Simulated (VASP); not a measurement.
# HoO (P-6m2) in VASP: further runs

Runs on HoO. Level: PBE. Tasks: single point.

All numbers are computed with VASP 6.6.1; they aren't measurements. Logs are shortened: lines on timing, memory, paths and dates and some standing lists are left out, and cuts for length are marked.

### 1 The cell of the first run

It takes space group P-6m2 (No. 187, hexagonal). The conventional cell has a = 3.247 Å, b = 3.247 Å, c = 3.097 Å, α = 90.00°, β = 90.00°, γ = 120.00°. Ho (site symmetry -6m2) has 6 O at 2.43 Å and 8 Ho at 3.10 to 3.25 Å within 3.3 Å. Within 3.3 Å of O (site symmetry -6m2) lie 6 Ho at 2.43 Å and 8 O at 3.10 to 3.25 Å.

The cell was built from a structure type or drawn by symmetry, and may not be a known phase.

### 2 Single point, PBE

Input file INCAR:

```
ALGO = Normal
EDIFF = 1E-6
ENCUT = 600
GGA = PE
GGA_COMPAT = F
ISIF = 2
ISMEAR = 0
LASPH = T
LCHARG = F
LMAXMIX = 6
LREAL = F
LWAVE = F
NBANDS = 14
NELM = 200
PREC = Accurate
SIGMA = 0.1
```

Input file KPOINTS:

```
k-points
0
Gamma
  6 6 4
```

Input file POSCAR:

```
HoO
1.0
    3.2471170357      0.0000000000      0.0000000000
   -1.6235585179      2.8120858420      0.0000000000
    0.0000000000      0.0000000000      3.0965593402
Ho O
1 1
Direct
    0.0000000000      0.0000000000      0.0000000000
    0.6666666667      0.3333333333      0.5000000000
```

Potentials or basis: VASP PAW PBE potentials, release 64 (Ho_3, O), 4f in core.

Run with:

```bash
> cat potpaw_PBE.64/Ho_3/POTCAR potpaw_PBE.64/O/POTCAR > POTCAR
> mpirun -np 1 vasp_std > vasp.out
```

OUTCAR:

```text
EDIFF = 1E-6
   ENCUT = 600
   GGA = PE
   ISIF = 2
   ISMEAR = 0
   LASPH = T
   LREAL = F
   NELM = 200
   PREC = Accurate

 ion  position               nearest neighbor table
   1  0.000  0.000  0.000-   2 2.43   2 2.43   2 2.43   2 2.43   2 2.43   2 2.43
   2  0.667  0.333  0.500-   1 2.43   1 2.43   1 2.43   1 2.43   1 2.43   1 2.43

  LATTYP: Found a hexagonal cell.
 ALAT       =     3.2471170357
 C/A-ratio  =     0.9536334250

  Lattice vectors:

 A1 = (   3.2471170357,   0.0000000000,   0.0000000000)
 A2 = (  -1.6235585179,   2.8120858420,   0.0000000000)
 A3 = (   0.0000000000,   0.0000000000,   3.0965593402)

Analysis of symmetry for initial positions (statically):
=====================================================================
 Subroutine PRICEL returns:
 Original cell was already a primitive cell.

 Routine SETGRP: Setting up the symmetry group for a
 hexagonal supercell.

 Subroutine GETGRP returns: Found 12 space group operations
 (whereof 12 operations were pure point group operations)
 out of a pool of 24 trial point group operations.

The static configuration has the point symmetry D_3h.

Analysis of symmetry for dynamics (positions and initial velocities):
=====================================================================
 Subroutine PRICEL returns:
 Original cell was already a primitive cell.

 Routine SETGRP: Setting up the symmetry group for a
 hexagonal supercell.

 Subroutine GETGRP returns: Found 12 space group operations
 (whereof 12 operations were pure point group operations)
 out of a pool of 24 trial point group operations.

The dynamic configuration has the point symmetry D_3h.

 Subroutine INISYM returns: Found 12 space group operations
 (whereof 12 operations are pure point group operations),
 and found     1 'primitive' translations

----------------------------------------------------------------------------------------

                                     Primitive cell

  volume of cell :      28.2752

  direct lattice vectors                    reciprocal lattice vectors
     3.247117036  0.000000000  0.000000000     0.307965493  0.177803961  0.000000000
    -1.623558518  2.812085842  0.000000000     0.000000000  0.355607921  0.000000000
     0.000000000  0.000000000  3.096559340     0.000000000  0.000000000  0.322939072

  length of vectors
     3.247117036  3.247117036  3.096559340     0.355607921  0.355607921  0.322939072

[... 84 lines left out ...]
   POTIM  = 0.5000    time-step for ionic-motion
   TEBEG  =    0.0;   TEEND  =   0.0 temperature during run
   PSTRESS=    0.0 pullay stress
   NELECT =      15.0000    total number of electrons
   NUPDOWN=      -1.0000    fix difference up-down
   EMIN   =  10.00;   EMAX   =-10.00  energy-range for DOS
   EFERMI =   0.00;   METHOD = LEGACY
   ISMEAR =     0;   SIGMA  =   0.10  broadening in eV -4-tet -1-fermi 0-gaus
   EFERMI_NEDOS =   21; number of points for ismear=-14 and -15
   IALGO  =     38    algorithm
   IMIX   =      4    mixing-type and parameters
     AMIX     =   0.40;   BMIX     =  1.00
     AMIX_MAG =   1.60;   BMIX_MAG =  1.00
  volume/ion in A,a.u.               =      14.14        95.41
  Fermi-wavevector in a.u.,A,eV,Ry     =   1.325267  2.504391 23.896344  1.756332
  Thomas-Fermi vector in A             =   2.454740
   LORBIT       =      0    0 simple, 1 ext, 2 COOP (PROOUT), +10 PAW based schemes
   GGA     = PE    functional components
   LHFCALC =     F    Hartree Fock is set to
   AEXX    =    0.0000 exact exchange contribution
   IVDW    =     0    specifies the selected vdW correction
   LEPSILON=     F    determine dielectric tensor
   LRPA    =     F    only Hartree local field effects (RPA)
 non-spin polarized calculation
 Gauss-broadening in eV      SIGMA  =   0.10
  energy-cutoff  :      600.00
  volume of cell :       28.28
 maximum number of plane-waves:       960
 NGX is ok and might be reduce to    28
   NGX = 13   NGY = 13   NGZ = 13

 number of electron      15.0000000 magnetization

 Free energy of the ion-electron system (eV)
  ---------------------------------------------------
  ext. energy  EPLUGINS =         0.00000000
  ---------------------------------------------------
  free energy    TOTEN  =       -14.52338313 eV

  energy without entropy =      -14.51562932  energy(sigma->0) =      -14.51950622

 E-fermi :   6.0622     XC(G=0): -11.5912

 val. band max:        5.9199973864   @ k =   0.5000  -0.0000   0.2500
 cond. band min:       6.0664328221   @ k =   0.1667   0.1667   0.2500
 fundamental gap:      0.1464354356
 Fermi energy:         6.0622025727

 k-point     1 :       0.0000    0.0000    0.0000
  band No.  band energies     occupation
      1     -17.8852      2.00000
      2     -17.8852      2.00000
      3     -17.8728      2.00000
      4     -14.1274      2.00000
      5       0.9538      2.00000
      6       0.9538      2.00000
      7       1.7038      2.00000
      8       3.9656      2.00000
      9       5.8895      1.98541
     10       9.6415      0.00000
     11       9.6415      0.00000
     12      12.3822      0.00000
     13      12.3822      0.00000
     14      17.5184      0.00000
[... 326 lines left out ...]
      1     -18.7865      2.00000
      2     -18.5663      2.00000
      3     -18.4828      2.00000
      4     -13.6341      2.00000
      5      -1.1636      2.00000
      6       0.0475      2.00000
      7       1.4385      2.00000
      8       7.4266      0.00000
      9       9.9096      0.00000
     10      10.8737      0.00000
     11      12.3231      0.00000
     12      12.7769      0.00000
     13      17.0858      0.00000
     14      17.9876      0.00000

------------------------ aborting loop because EDIFF is reached ----------------------------------------

  FORCE on cell =-STRESS in cart. coord.  units (eV):
  Direction    XX          YY          ZZ          XY          YZ          ZX
  --------------------------------------------------------------------------------------
  -------------------------------------------------------------------------------------
  Total        0.1324454      0.1324454      0.1455490     -0.0000000      0.0000000      0.0000000
  in kB        7.5048403      7.5048403      8.2473411     -0.0000000      0.0000000      0.0000000
  external PRESSURE =       7.7523406 kB  Pullay stress =       0.0000000 kB

 VOLUME and BASIS-vectors are now :
 -----------------------------------------------------------------------------
  energy-cutoff  :      600.00
  volume of cell :       28.28
      direct lattice vectors                 reciprocal lattice vectors
     3.247117036  0.000000000  0.000000000     0.307965493  0.177803961  0.000000000
    -1.623558518  2.812085842  0.000000000     0.000000000  0.355607921  0.000000000
     0.000000000  0.000000000  3.096559340     0.000000000  0.000000000  0.322939072

 POSITION                                       TOTAL-FORCE (eV/Angst)
 -----------------------------------------------------------------------------------
      0.00000      0.00000      0.00000        -0.000000     -0.000000      0.000000
      1.62356      0.93736      1.54828         0.000000      0.000000      0.000000
 -----------------------------------------------------------------------------------
    total drift:                               -0.000001      0.000000      0.000000

  FREE ENERGIE OF THE ION-ELECTRON SYSTEM (eV)
  ---------------------------------------------------
  free  energy   TOTEN  =       -14.5233831294 eV

  energy  without entropy=      -14.5156293191  energy(sigma->0) =      -14.51950622
```

stdout:

```text
POSCAR found type information on POSCAR HoO
 POSCAR found :  2 types and       2 ions
 scaLAPACK will be used
 LDA part: xc-table for (Slater+PW92), standard interpolation
 POSCAR, INCAR and KPOINTS ok, starting setup
 FFT: planning ... GRIDC
 FFT: planning ... GRID_SOFT
 FFT: planning ... GRID
 WAVECAR not read
 entering main loop
```

It took 6 s on 1 thread of Intel Xeon 6975P-C (Granite Rapids), shared host; peak memory 0.16 GiB.

Results:

```yaml
Free_energy: -14.5234 eV
Pressure: 0.8 GPa
Band_gap_on_the_k_mesh: zero (an odd number of electrons rules out a gap without spin polarisation)
```

Caveat: the k points lie up to 0.51 Å⁻¹ apart, too coarse for converged energies and pressures of a metal; spin-orbit coupling is left out, which moves the levels of the heavy elements; the 4f electrons are frozen in the core, so they carry no moment and show no levels; an odd number of electrons without spin polarisation forces a metal; a magnetic or distorted state may lie lower; the run has no spin polarisation, though such a crystal can be magnetic. With open d or f shells a metallic result of PBE can be an artefact of self-interaction; +U or a hybrid may open a gap.

### 3 Single point, PBE

This run uses another cell than the first one, of 18.12 Å³/atom.

Input file INCAR:

```
SYSTEM = HoO
ALGO = Normal ; EDIFF = 1E-6
ENCUT = 600 ; GGA = PE
GGA_COMPAT = .FALSE. ; ISIF = 2
ISMEAR = 0 ; LASPH = .TRUE.
LCHARG = .TRUE. ; LELF = .TRUE.
LMAXMIX = 6 ; LREAL = .FALSE.
LVHAR = .TRUE. ; LWAVE = .FALSE.
NBANDS = 14 ; NELM = 200
PREC = Accurate ; SIGMA = 0.1
```

Input file KPOINTS:

```
k-points
0
G
  6 6 4
  0 0 0
```

Input file POSCAR:

```
HoO
1.0
    3.1547250000      0.0000000000      0.0000000000
   -1.5773625000      2.7320719900      0.0000000000
    0.0000000000      0.0000000000      4.2042769400
Ho O
1 1
Direct
    0.0000000000      0.0000000000      0.0000000000
    0.6666666700      0.3333333300      0.5000000000
```

Potentials or basis: VASP PAW PBE potentials, release 64 (Ho_3, O), 4f in core.

Run with:

```bash
> cat potpaw_PBE.64/Ho_3/POTCAR potpaw_PBE.64/O/POTCAR > POTCAR
> mpirun -np 1 vasp_std > vasp.out
```

OUTCAR:

```text
SYSTEM = HoO
   EDIFF = 1E-6
   ENCUT = 600
   GGA = PE
   ISIF = 2
   ISMEAR = 0
   LASPH = .TRUE.
   LREAL = .FALSE.
   NELM = 200
   PREC = Accurate

 ion  position               nearest neighbor table
   1  0.000  0.000  0.000-   2 2.78   2 2.78   2 2.78   2 2.78   2 2.78   2 2.78
   2  0.667  0.333  0.500-   1 2.78   1 2.78   1 2.78   1 2.78   1 2.78   1 2.78

  LATTYP: Found a hexagonal cell.
 ALAT       =     3.1547250000
 C/A-ratio  =     1.3326920540

  Lattice vectors:
[... 539 lines left out ...]

------------------------ aborting loop because EDIFF is reached ----------------------------------------

  FORCE on cell =-STRESS in cart. coord.  units (eV):
  Direction    XX          YY          ZZ          XY          YZ          ZX
  --------------------------------------------------------------------------------------
  -------------------------------------------------------------------------------------
  Total        2.1132674      2.1132674    -14.7326084      0.0000000     -0.0000000      0.0000000
  in kB       93.4372572     93.4372570   -651.3962659      0.0000000     -0.0000000      0.0000000
  external PRESSURE =    -154.8405839 kB  Pullay stress =       0.0000000 kB

 VOLUME and BASIS-vectors are now :
 -----------------------------------------------------------------------------
  energy-cutoff  :      600.00
  volume of cell :       36.24
      direct lattice vectors                 reciprocal lattice vectors
     3.154725000  0.000000000  0.000000000     0.316984840  0.183011283  0.000000000
    -1.577362500  2.732071990  0.000000000     0.000000000  0.366022566  0.000000000
     0.000000000  0.000000000  4.204276940     0.000000000  0.000000000  0.237853028

 POSITION                                       TOTAL-FORCE (eV/Angst)
 -----------------------------------------------------------------------------------
      0.00000      0.00000      0.00000        -0.000000      0.000000      0.000000
      1.57736      0.91069      2.10214         0.000000      0.000000      0.000000
 -----------------------------------------------------------------------------------
    total drift:                               -0.000019      0.000011      0.000000

  FREE ENERGIE OF THE ION-ELECTRON SYSTEM (eV)
  ---------------------------------------------------
  free  energy   TOTEN  =       -12.2217300372 eV

  energy  without entropy=      -12.2071585346  energy(sigma->0) =      -12.21444429
```

Run time: 8.4 s. Hardware: 1 thread of Intel Xeon 6975P-C (Granite Rapids), shared host; peak memory 0.18 GiB.

What came out:

- Free energy: -12.2217 eV
- Pressure: -15.5 GPa
- Band gap on the k mesh: zero (an odd number of electrons rules out a gap without spin polarisation)

Stress tensor (GPa, compression positive):
```
  9.34   0.00   0.00
  0.00   9.34   0.00
  0.00   0.00 -65.14
```

Levels at points of the mesh, in eV from the Fermi level:
```
           k point  band 6  band 7  band 8  band 9  band 10  band 11
(0.00, 0.00, 0.00)   -2.41   -0.70   -0.70    2.82     2.82     3.00
(0.50, 0.00, 0.00)   -3.10   -1.07   -0.85    3.55     5.03     5.04
(0.00, 0.00, 0.50)   -0.55   -0.55   -0.16    2.35     2.35     5.97
(0.50, 0.00, 0.50)   -2.88   -1.25   -0.23    2.39     5.30     6.06
```

Caveat: the k points lie up to 0.38 Å⁻¹ apart, too coarse for converged energies and pressures of a metal; spin-orbit coupling is left out, which moves the levels of the heavy elements; the 4f electrons are frozen in the core, so they carry no moment and show no levels; an odd number of electrons without spin polarisation forces a metal; a magnetic or distorted state may lie lower; the run has no spin polarisation, though such a crystal can be magnetic. Spin polarisation is off, so any magnetic state and its effect on volume and gap are missing.
